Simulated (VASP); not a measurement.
Here is a VASP 6.6.1 calculation.

INCAR

```
SYSTEM = La
PREC     = Accurate       ! precision mode
ENCUT    = 520            ! plane-wave cutoff, eV
EDIFF    = 1E-7           ! SCF threshold, eV
ISMEAR   = -1             ! smearing method
SIGMA    = 0.05           ! smearing width, eV
LREAL    = .FALSE.        ! projectors in reciprocal space
LASPH    = .TRUE.         ! aspherical terms in the spheres
NELM     = 100            ! most SCF steps
ALGO     = Normal         ! electronic algorithm
ISIF     = 2              ! what is computed and relaxed
LWAVE    = .FALSE.        ! write WAVECAR
LCHARG   = .FALSE.        ! write CHGCAR
GGA      = PS             ! functional
NBANDS   = 30             ! bands
```

Contents of KPOINTS:

```
Automatic mesh
0
G
  8 8 3
  0 0 0
```

The input POSCAR:

```
La
1.0
    3.6555576622      0.0000000000      0.0000000000
   -1.8277788311      3.1658058005      0.0000000000
    0.0000000000      0.0000000000     11.7442981535
La
4
Direct
    0.6666666667      0.3333333333      0.2500000000
    0.3333333333      0.6666666667      0.7500000000
    0.0000000000      0.0000000000      0.5000000000
    0.0000000000      0.0000000000      0.0000000000
```

Potentials or basis: VASP PAW PBE potentials, release 64 (La).

Launch:

```console
$ cat potpaw_PBE.64/La/POTCAR > POTCAR
$ mpirun -np 1 vasp_std > vasp.out
```

Estimate the band gap on the k mesh.

zero (band 22 reaches 9.61 eV, above the bottom of band 23 at 8.41 eV).

Predict the pressure.

0.1 GPa.

Caveat: the PAW data sets were made with another functional, which shifts forces and pressure a little; spin-orbit coupling is left out, which moves the levels of the heavy elements.
